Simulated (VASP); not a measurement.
Here is a VASP 6.6.1 calculation.

POSCAR

```
Sc
1.0
    4.9447896223      0.0000000000      0.0000000000
   -2.4723948112      4.2823134293      0.0000000000
    0.0000000000      0.0000000000      3.0829439507
Sc
3
Direct
    1.0000000000      1.0000000000      0.0000000000
    0.3333333333      0.6666666667      0.5000000000
    0.6666666667      0.3333333333      0.5000000000
```

Contents of INCAR.step1:

```
SYSTEM = Sc
PREC = Accurate ; ENCUT = 550
ISMEAR = -1 ; SIGMA = 0.1
LREAL = .FALSE. ; LASPH = .TRUE.
NELM = 120 ; NBANDS = 24
GGA = PE ; ALGO = Normal
EDIFF = 1E-5 ; LWAVE = .TRUE.
LCHARG = .FALSE. ; GGA_COMPAT = .FALSE.
```

INCAR.step2

```
SYSTEM = Sc
PREC = Accurate ; ENCUT = 550
EDIFF = 1E-6 ; ISMEAR = -1
SIGMA = 0.1 ; LREAL = .FALSE.
LASPH = .TRUE. ; NELM = 120
ALGO = Normal ; ISIF = 2
LWAVE = .FALSE. ; LCHARG = .FALSE.
METAGGA = R2SCAN ; LMIXTAU = .TRUE.
NBANDS = 24 ; ISTART = 1
GGA_COMPAT = .FALSE.
```

The input KPOINTS:

```
Automatic mesh
0
G
  8 8 11
  0 0 0
```

Potentials or basis: VASP PAW PBE potentials, release 64 (Sc_sv).

The run is started by

```sh
$ cat potpaw_PBE.64/Sc_sv/POTCAR > POTCAR
$ cp INCAR.step1 INCAR
$ mpirun -np 1 vasp_std > vasp.out
$ cp INCAR.step2 INCAR
$ mpirun -np 1 vasp_std > vasp.out
```

Task: What does it give for the band gap on the k mesh?

Result: Zero (an odd number of electrons rules out a gap without spin polarisation).

Task: What does it give for the pressure?

Result: 8.8 GPa.

Stress tensor (GPa, compression positive):
```
8.65 0.00 0.00
0.00 8.65 0.00
0.00 0.00 9.13
```

Caveat: the cell stands under pressure; the PAW data sets were made with another functional, which shifts forces and pressure a little.
